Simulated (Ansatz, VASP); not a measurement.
# Zr2B: VASP beside Ansatz

Contents of INCAR:

```
SYSTEM = Zr2B
PREC = Accurate
ENCUT = 520
EDIFF = 1E-6
ISMEAR = 0
SIGMA = 0.1
LREAL = .False.
LASPH = .True.
NELM = 150
ALGO = Fast
ISIF = 2
LWAVE = .False.
LCHARG = .False.
ISPIN = 2
MAGMOM = 0.98 0.78 0
LORBIT = 11
LMAXMIX = 4
GGA = PE
NBANDS = 24
```

KPOINTS

```
Automatic mesh
0
Gamma
  14 14 14
  0 0 0
```

POSCAR

```
Zr2B
1.0
    0.0000000000      3.1076755082      3.1076755082
    3.1076755082      0.0000000000      3.1076755082
    3.1076755082      3.1076755082      0.0000000000
Zr B
2 1
Direct
    0.7500000000      0.7500000000      0.7500000000
    0.0000000000      0.0000000000      0.0000000000
    0.2500000000      0.2500000000      0.2500000000
```

Input for Ansatz:

```yaml
crystal:
  lattice:
    - [0.0, 3.1076755082, 3.1076755082]
    - [3.1076755082, 0.0, 3.1076755082]
    - [3.1076755082, 3.1076755082, 0.0]
  atoms:
    - { symbol: Zr, position: [0.75, 0.75, 0.75], spin: 0.98 }
    - { symbol: Zr, position: [0.0, 0.0, 0.0], spin: 0.78 }
    - { symbol: B, position: [0.25, 0.25, 0.25] }
basis:
  ecutwfc: 420
kpoints:
  mp_grid: { grid: [14, 14, 14] }
  band_path:
    path:
      - [[0.0, 0.0, 0.0], [-0.5, -0.5, 0.0], [-0.375, -0.375, 0.25]]
      - [[-0.375, 0.0, 0.375], [0.0, 0.0, 0.0], [0.0, 0.0, 0.5], [-0.5, -0.25, 0.25], [-0.5, -0.5, 0.0]]
    npoints: 14
hamiltonian:
  xc: pbe
scf:
  occupations: { method: gaussian, width: 0.1 }
  n_extra_bands: 7
output:
  forces: true
  stress: true
  eigenvalues: true
  populations: true
  dos: { projected: true, de: 0.02, nscf_kmesh: { grid: [17, 17, 17] } }
  bader: true
  write_density: true
  write_potential: true
  elf: true
  volumetric_format: npy
magnetization:
  spin_polarized: true
checkpoint:
  read: start.run
  write: ck
  compress: false
  write_wavefunctions: false
  write_every: 100000
```

Alike in both runs: task single point; functional PBE; k mesh 14 × 14 × 14; occupations gaussian, width 0.1 eV; collinear spin.

|  | VASP | Ansatz |
| --- | --- | --- |
| version | VASP 6.6.1 | Ansatz 0.2.0 |
| potentials or method | VASP PAW PBE potentials, release 64 (Zr_sv, B), cutoff 520 eV | scalar-relativistic, plane waves, PAW |
| valence electrons in the cell | 27 | 27 |

```csv
,VASP,Ansatz,Ansatz less VASP
gap on the k mesh at the Fermi level (eV),none,none,-
pressure (GPa),0.1,0.0,-0.10
net moment per atom (μB),0.82,0.81,-0.002
size of the moment on the site where the two differ most (μB),1.09,0.89,-0.201
```

Site moments also hang on the region over which each program counts them. A gap of «none» marks a metal or a gap that the smearing closes. The functional is the same, so the differences come from potentials, cutoffs and numerics. Ansatz's warnings: stability check not made.
